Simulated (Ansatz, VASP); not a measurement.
## Sr in VASP and in Ansatz

```
Sr
1.0
     5.74370    0.00000    0.00000
    -2.87185    4.97419    0.00000
     0.00000    0.00000    3.37576
Sr
3
Direct
  0.00000 0.00000 0.00000
  0.33333 0.66667 0.50000
  0.66667 0.33333 0.50000
```

Change from the starting cell: volume scaled by 0.58, LAPW.

Alike in both runs: task single point; functional PBE; k mesh 5 × 5 × 7; occupations fermi-dirac, width 0.1 eV; no spin polarisation.

|  | VASP | Ansatz |
| --- | --- | --- |
| version | VASP 6.6.1 | Ansatz 0.2.0 |
| potentials or method | VASP PAW PBE potentials, release 64 (Sr_sv), cutoff 520 eV | all-electron LAPW, scalar-relativistic |

```tsv
	VASP	Ansatz	Ansatz less VASP
pressure (GPa)	14.1	14.0	-0.10
traceless stress, the component that is largest in VASP (GPa)	-0.17	-0.17	-0.007
```

Ansatz ran all-electron here, and VASP with PAW potentials.
